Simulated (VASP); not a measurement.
A run of VASP 6.6.1:

File INCAR:

```
PREC     = Accurate       # precision mode
ENCUT    = 520            # plane-wave cutoff, eV
EDIFF    = 1E-6           # SCF threshold, eV
ISMEAR   = 0              # smearing method
SIGMA    = 0.1            # smearing width, eV
LREAL    = False          # projectors in reciprocal space
LASPH    = True           # aspherical terms in the spheres
NELM     = 60             # most SCF steps
ALGO     = Normal         # electronic algorithm
ISIF     = 2              # what is computed and relaxed
LWAVE    = False          # write WAVECAR
LCHARG   = True           # write CHGCAR
GGA      = PE             # functional
LELF     = True           # ELF
LVHAR    = True         
NBANDS   = 39             # bands
```

Contents of KPOINTS:

```
Automatic mesh
0
Gamma
  6 6 4
```

Contents of POSCAR:

```
AgO3
1.0
    4.2861143741      0.0000000000      0.0000000000
   -2.1430571870      3.7118839315      0.0000000000
    0.0000000000      0.0000000000      6.5197196436
Ag O
2 6
Direct
    0.3333333333      0.6666666667      0.2500000000
    0.6666666667      0.3333333333      0.7500000000
    0.8326754696      0.6653509392      0.2500000000
    0.1673245304      0.8326754696      0.7500000000
    0.3346490608      0.1673245304      0.2500000000
    0.1673245304      0.3346490608      0.7500000000
    0.8326754696      0.1673245304      0.2500000000
    0.6653509392      0.8326754696      0.7500000000
```

Potentials or basis: VASP PAW PBE potentials, release 64 (Ag, O).

Run with:

```console
$ cat potpaw_PBE.64/Ag/POTCAR potpaw_PBE.64/O/POTCAR > POTCAR
$ mpirun -np 1 vasp_std > vasp.out
```

Hardware: 1 thread of Oxide Virtual Turin-like Processor (shared host).

Problem. Estimate the wall time of this run.

Solution. Run time: 2.2 min on 1 thread of Oxide Virtual Turin-like Processor (shared host), peak memory 0.2 GiB. Counts: scf iterations 16, k points 21.
